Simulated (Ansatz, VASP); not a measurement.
One calculation of Sb3Se, two programs

The input INCAR:

```
SYSTEM = Sb3Se
PREC = Accurate
ENCUT = 520
EDIFF = 1E-6
ISMEAR = 0
SIGMA = 0.1
LREAL = .FALSE.
LASPH = .TRUE.
NELM = 60
ALGO = Normal
ISIF = 2
LWAVE = .FALSE.
LCHARG = .FALSE.
GGA = PE
NBANDS = 18
```

Contents of KPOINTS:

```
regular mesh
0
G
  6 6 2
  0 0 0
```

The input POSCAR:

```
Sb3Se
1.0
    2.0861822500     -2.6462479000      0.0000000000
    2.0861822500      2.6462479000      0.0000000000
    0.0000000000      0.0000000000     11.2187477600
Sb Se
3 1
Direct
    0.5000000000      0.5000000000      0.7518992400
    0.0000000000      0.0000000000      0.5000000000
    0.5000000000      0.5000000000      0.2481007600
    0.0000000000      0.0000000000      0.0000000000
```

Input for Ansatz:

```yaml
crystal:
  lattice:
    - [2.08618225, -2.6462479, 0.0]
    - [2.08618225, 2.6462479, 0.0]
    - [0.0, 0.0, 11.21874776]
  atoms:
    - { symbol: Sb, position: [0.5, 0.5, 0.75189924] }
    - { symbol: Sb, position: [0.0, 0.0, 0.5] }
    - { symbol: Sb, position: [0.5, 0.5, 0.24810076] }
    - { symbol: Se, position: [0.0, 0.0, 0.0] }
basis:
  ecutwfc: 420
kpoints:
  mp_grid: { grid: [6, 6, 2] }
hamiltonian:
  xc: pbe
scf:
  occupations: { method: gaussian, width: 0.1 }
  lower_state_search: "off"
output:
  forces: true
  stress: true
  eigenvalues: true
```

Change from the starting cell: species swapped into the Nb3Au type (Cmmm, No. 65).

Alike in both runs: task single point; functional PBE; k mesh 6 × 6 × 2; occupations gaussian, width 0.1 eV; no spin polarisation.

|  | VASP | Ansatz |
| --- | --- | --- |
| version | VASP 6.6.1 | Ansatz 0.2.0 |
| potentials or method | VASP PAW PBE potentials, release 64 (Sb, Se), cutoff 520 eV | scalar-relativistic, plane waves, PAW |
| valence electrons in the cell | 21 | 61 |

|  | VASP | Ansatz | Ansatz less VASP |
| --- | --- | --- | --- |
| gap on the k mesh at the Fermi level (eV) | none | none | - |
| pressure (GPa) | -7.4 | -7.3 | +0.09 |
| traceless stress, the component that is largest in VASP (GPa) | 1.12 | 1.13 | +0.007 |
| rms of the force components (eV/Å) | 0.046 | 0.048 | +0.0011 |

Atom by atom the forces differ by 0.001 eV/Å (rms over components). A gap of «none» marks a metal or a gap that the smearing closes. VASP's potentials hold 21 valence electrons a cell and Ansatz's 61, so a difference there can come from the potentials and not from the codes.

Spin-orbit coupling is off throughout.
